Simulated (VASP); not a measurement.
Set up this calculation in VASP 6.6.1, as the native input.

| Quantity | Value |
| --- | --- |
| Task | single point |
| Functional | PBEsol |
| Potentials or basis | VASP PAW PBE potentials, release 64 (Li_sv, Nb_sv, O) |
| Cutoff | 520 eV |
| k mesh | 10 × 10 × 10 |
| Occupations | gaussian, width 0.05 eV |
| Spin | no spin polarisation |
| Dipole correction | no |
| Further INCAR settings | ALGO = Normal; EDIFF = 1e-06; NBANDS = 34 |

The structure of Li4NbO4 lies in POSCAR:

```
Li4NbO4
1.0
   -3.8119495391      3.8119495391      1.6301049253
    3.8119495391     -3.8119495391      1.6301049253
    3.8119495391      3.8119495391     -1.6301049253
Li Nb O
4 1 4
Direct
    0.3075937727      0.0776443859      0.3852381585
    0.8426719780      0.3341549847      0.1768269627
    0.1573280220      0.6658450153      0.8231730373
    0.6658450153      0.8426719780      0.5085169933
    0.0000000000      0.0000000000      0.0000000000
    0.7589255465      0.0797104317      0.8386359782
    0.9202895683      0.7589255465      0.6792151148
    0.0797104317      0.2410744535      0.3207848852
    0.2410744535      0.9202895683      0.1613640218
```

This cell differs from its parent crystal: atom 1 (Li) moved by -0.608 Å along [1 0 0] and +0.203 Å along [0 1 0].

The input as run:

INCAR

```
SYSTEM = Li4NbO4
  ALGO = Normal
  EDIFF = 1E-6
  ENCUT = 520
  GGA = PS
  ISIF = 2
  ISMEAR = 0
  LASPH = .TRUE.
  LCHARG = .FALSE.
  LREAL = .FALSE.
  LWAVE = .FALSE.
  NBANDS = 34
  NELM = 80
  PREC = Accurate
  SIGMA = 0.05
```

KPOINTS

```
k-points
0
G
  10 10 10
  0 0 0
```

Potentials or basis: VASP PAW PBE potentials, release 64 (Li_sv, Nb_sv, O).

The run is started by

```sh
$ cat potpaw_PBE.64/Li_sv/POTCAR potpaw_PBE.64/Nb_sv/POTCAR potpaw_PBE.64/O/POTCAR > POTCAR
$ mpirun -np 1 vasp_std > vasp.out
```

Results of the run:

* Largest force: 15.590 eV/Å
* Band gap on the k mesh: zero (an odd number of electrons rules out a gap without spin polarisation)

Caveat: the cell differs from its parent crystal (atom 1 (Li) moved by -0.608 Å along [1 0 0] and +0.203 Å along [0 1 0]); atoms lie so close that the PAW spheres overlap strongly, which falsifies energies and pressures; the PAW data sets were made with another functional, which shifts forces and pressure a little; an odd number of electrons without spin polarisation forces a metal; a magnetic or distorted state may lie lower.

It took 10 min on 1 thread of Intel(R) Xeon(R) 6975P-C (Granite Rapids), with other jobs on the host, peak memory 0.8 GiB.
